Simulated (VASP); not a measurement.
# F (P-1) in VASP: single point with PBE

Aim: the single point of F with PBE.

Program: VASP 6.6.1. These are calculated values, not measurements. Logs are shortened: lines on timing, memory, paths and dates and some standing lists are left out, and cuts for length are marked.

## 1. The cell of the first run

The typed cell holds 4 atoms: a = 3.341 Å, b = 3.305 Å, c = 7.201 Å, α = 100.01°, β = 102.44°, γ = 59.01°.

## 2. Single point, PBE (strained and its atoms moved)

The input, INCAR:

```
SYSTEM = F
ALGO = Normal
EDIFF = 1E-6
ENCUT = 520
GGA = PE
ISIF = 2
ISMEAR = 0
LASPH = .True.
LCHARG = .False.
LREAL = .False.
LWAVE = .False.
NBANDS = 22
NELM = 60
PREC = Accurate
SIGMA = 0.02
```

The input, KPOINTS:

```
k-points
0
Gamma
  10 10 4
  0 0 0
```

The input, POSCAR:

```
F
1.0
    2.9024187000     -1.6537339000     -0.0337505000
    2.8816563000      1.6189189000      0.0357855000
   -1.6127105091      0.1606673673      7.0164961871
F
4
Direct
    0.0940749193     -0.0597005698      0.1056777850
    0.9059250807      1.0597005698      0.8943222150
    0.4740692218      0.5538865780      0.5936686155
    0.5259307782      0.4461134220      0.4063313845
```

Potentials or basis: VASP PAW PBE potentials, release 64 (F).

Command:

```console
> cat potpaw_PBE.64/F/POTCAR > POTCAR
> mpirun -np 1 vasp_std > vasp.out
```

OUTCAR:

```text
SYSTEM = F
   EDIFF = 1E-6
   ENCUT = 520
   GGA = PE
   ISIF = 2
   ISMEAR = 0
   LASPH = .True.
   LREAL = .False.
   NELM = 60
   PREC = Accurate

 ion  position               nearest neighbor table
   1  0.094  0.940  0.106-   2 1.55
   2  0.906  0.060  0.894-   1 1.55
   3  0.474  0.554  0.594-   4 1.36
   4  0.526  0.446  0.406-   3 1.36

  LATTYP: Found a triclinic cell.
 ALAT       =     3.3054685051
 B/A-ratio  =     1.0106464461
 C/A-ratio  =     2.2336357306
 COS(alpha) =     0.0203541794
 COS(beta)  =     0.2782236188
 COS(gamma) =     0.5148591243

  Lattice vectors:

 A1 = (  -2.8816563000,  -1.6189189000,  -0.0357855000)
 A2 = (  -2.9024187000,   1.6537339000,   0.0337505000)
 A3 = (  -1.2689457909,  -1.7795862673,  -7.0522816871)

Analysis of symmetry for initial positions (statically):
=====================================================================
 Subroutine PRICEL returns:
 Original cell was already a primitive cell.

 Routine SETGRP: Setting up the symmetry group for a
 triclinic supercell.

 Subroutine GETGRP returns: Found  2 space group operations
 (whereof  2 operations were pure point group operations)
 out of a pool of  2 trial point group operations.

The static configuration has the point symmetry S_2 .

Analysis of symmetry for dynamics (positions and initial velocities):
=====================================================================
 Subroutine PRICEL returns:
 Original cell was already a primitive cell.

 Routine SETGRP: Setting up the symmetry group for a
 triclinic supercell.

 Subroutine GETGRP returns: Found  2 space group operations
 (whereof  2 operations were pure point group operations)
 out of a pool of  2 trial point group operations.

The dynamic configuration has the point symmetry S_2 .

 Subroutine INISYM returns: Found  2 space group operations
 (whereof  2 operations are pure point group operations),
 and found     1 'primitive' translations

----------------------------------------------------------------------------------------

                                     Primitive cell

  volume of cell :      66.3810

  direct lattice vectors                    reciprocal lattice vectors
[... 88 lines left out ...]
   LASPH  =      T    aspherical Exc in radial PAW
   ENCUT  =  520.0 eV  38.22 Ry    6.18 a.u.   6.21  6.15 13.39*2*pi/ulx,y,z
   NELM   =     60;   NELMIN=  2; NELMDL= -5     # of ELM steps
   EDIFF  = 0.1E-05   stopping-criterion for ELM
   LREAL  =      F    real-space projection
   EDIFFG = 0.1E-04   stopping-criterion for IOM
   NSW    =      0    number of steps for IOM
   IBRION =     -1    ionic relax: 0-MD 1-quasi-New 2-CG
   NFREE  =      0    steps in history (QN), initial steepest desc. (CG)
   ISIF   =      2    stress and relaxation
   ISYM   =      2    0-nonsym 1-usesym 2-fastsym
   POTIM  = 0.5000    time-step for ionic-motion
   TEBEG  =    0.0;   TEEND  =   0.0 temperature during run
   PSTRESS=    0.0 pullay stress
   NELECT =      28.0000    total number of electrons
   NUPDOWN=      -1.0000    fix difference up-down
   EMIN   =  10.00;   EMAX   =-10.00  energy-range for DOS
   EFERMI =   0.00;   METHOD = LEGACY
   ISMEAR =     0;   SIGMA  =   0.02  broadening in eV -4-tet -1-fermi 0-gaus
   EFERMI_NEDOS =   21; number of points for ismear=-14 and -15
   IALGO  =     38    algorithm
   IMIX   =      4    mixing-type and parameters
     AMIX     =   0.40;   BMIX     =  1.00
     AMIX_MAG =   1.60;   BMIX_MAG =  1.00
  volume/ion in A,a.u.               =      16.60       111.99
  Fermi-wavevector in a.u.,A,eV,Ry     =   1.227758  2.320126 20.509286  1.507390
  Thomas-Fermi vector in A             =   2.362709
   LORBIT       =      0    0 simple, 1 ext, 2 COOP (PROOUT), +10 PAW based schemes
   GGA     = PE    functional components
   LHFCALC =     F    Hartree Fock is set to
   AEXX    =    0.0000 exact exchange contribution
   IVDW    =     0    specifies the selected vdW correction
   LEPSILON=     F    determine dielectric tensor
   LRPA    =     F    only Hartree local field effects (RPA)
 non-spin polarized calculation
 Gauss-broadening in eV      SIGMA  =   0.02
  energy-cutoff  :      520.00
  volume of cell :       66.38
 maximum number of plane-waves:      1804
 NGX is ok and might be reduce to    28
   NGX = 13   NGY = 13   NGZ = 27

 number of electron      27.9999999 magnetization

 Free energy of the ion-electron system (eV)
  ---------------------------------------------------
  ext. energy  EPLUGINS =         0.00000000
  ---------------------------------------------------
  free energy    TOTEN  =        -7.02090683 eV

  energy without entropy =       -7.02090683  energy(sigma->0) =       -7.02090683

 E-fermi :  -5.2322     XC(G=0):  -7.4835

 val. band max:       -5.4203224667   @ k =   0.0000   0.0000   0.0000
 cond. band min:      -3.7370391117   @ k =   0.0000   0.0000   0.0000
 fundamental gap:      1.6832833550
 Fermi energy:        -5.2321914623

 k-point     1 :       0.0000    0.0000    0.0000
  band No.  band energies     occupation
      1     -31.2926      2.00000
      2     -28.4969      2.00000
      3     -24.4257      2.00000
      4     -23.7377      2.00000
      5     -12.1835      2.00000
      6     -10.5883      2.00000
[... 589 lines left out ...]
     21      11.1625      0.00000
     22      12.2466      0.00000

 [... further k-points ...]

------------------------ aborting loop because EDIFF is reached ----------------------------------------

  FORCE on cell =-STRESS in cart. coord.  units (eV):
  Direction    XX          YY          ZZ          XY          YZ          ZX
  --------------------------------------------------------------------------------------
  -------------------------------------------------------------------------------------
  Total       -0.0046529     -0.1727718     -0.3353812     -0.1954380      2.0544434      0.0103065
  in kB       -0.1123022     -4.1700313     -8.0947820     -4.7171052     49.5861826      0.2487576
  external PRESSURE =      -4.1257052 kB  Pullay stress =       0.0000000 kB

 VOLUME and BASIS-vectors are now :
 -----------------------------------------------------------------------------
  energy-cutoff  :      520.00
  volume of cell :       66.38
      direct lattice vectors                 reciprocal lattice vectors
     2.902418700 -1.653733900 -0.033750500     0.171033593 -0.305461325  0.046305924
     2.881656300  1.618918900  0.035785500     0.174718475  0.305966558  0.033152085
    -1.612710509  0.160667367  7.016496187    -0.000068399 -0.003029808  0.142574934

 POSITION                                       TOTAL-FORCE (eV/Angst)
 -----------------------------------------------------------------------------------
      2.81224      1.38367      0.77196         0.228383      0.820292     -2.546289
      1.35913     -1.25782      6.24657        -0.228383     -0.820292      2.546289
      2.01464      0.20810      4.16929        -0.281262      0.634220      2.704101
      2.15672     -0.08224      2.84924         0.281262     -0.634220     -2.704101
 -----------------------------------------------------------------------------------
    total drift:                                0.000000     -0.000000     -0.000000

  FREE ENERGIE OF THE ION-ELECTRON SYSTEM (eV)
  ---------------------------------------------------
  free  energy   TOTEN  =        -7.0209068341 eV

  energy  without entropy=       -7.0209068341  energy(sigma->0) =       -7.02090683
```

Run time: 4.4 min. Hardware: 1 thread of Intel Xeon 8259CL, shared host; peak memory 0.32 GiB.

What came out:

```
Free energy            : -7.0209 eV
Pressure               : -0.4 GPa
Largest force          : 2.792 eV/Å
Band gap on the k mesh : 1.68 eV
```

Forces on the atoms (eV/Å):
```
F    0.228  0.820 -2.546
F   -0.228 -0.820  2.546
F   -0.281  0.634  2.704
F    0.281 -0.634 -2.704
```

Caveat: the cell differs from its parent crystal (strained and its atoms moved); forces of over 1 eV/Å act on the atoms, so gaps and moduli don't describe the material at rest. A k mesh can miss the band edges.
